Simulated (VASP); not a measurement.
Here is a VASP 6.6.1 calculation.

The input INCAR:

```
SYSTEM = Sn
ALGO = Normal
EDIFF = 1E-6
ENCUT = 520
GGA = PE
ISIF = 2
ISMEAR = 0
LASPH = .True.
LCHARG = .False.
LREAL = .False.
LWAVE = .False.
NBANDS = 21
NELM = 80
PREC = Accurate
SIGMA = 0.1
```

File KPOINTS:

```
k-points
0
Gamma
  12 12 12
  0 0 0
```

Contents of POSCAR:

```
Sn
1.0
    0.0000000000      3.2594011073      3.2594011073
    3.2594011073      0.0000000000      3.2594011073
    3.2594011073      3.2594011073      0.0000000000
Sn
2
Direct
    0.0000000000      0.0000000000      0.0000000000
    0.2500000000      0.2500000000      0.2500000000
```

Potentials or basis: VASP PAW PBE potentials, release 64 (Sn_d).

Command:

```sh
$ cat potpaw_PBE.64/Sn_d/POTCAR > POTCAR
$ mpirun -np 1 vasp_std > vasp.out
```

Q: Predict the band gap on the k mesh.

A: Zero (bands 14 and 15 overlap by 0.12 eV).

Q: What does it give for the pressure?

A: 2.5 GPa.

Caveat: spin-orbit coupling is left out, which moves the levels of the heavy elements.
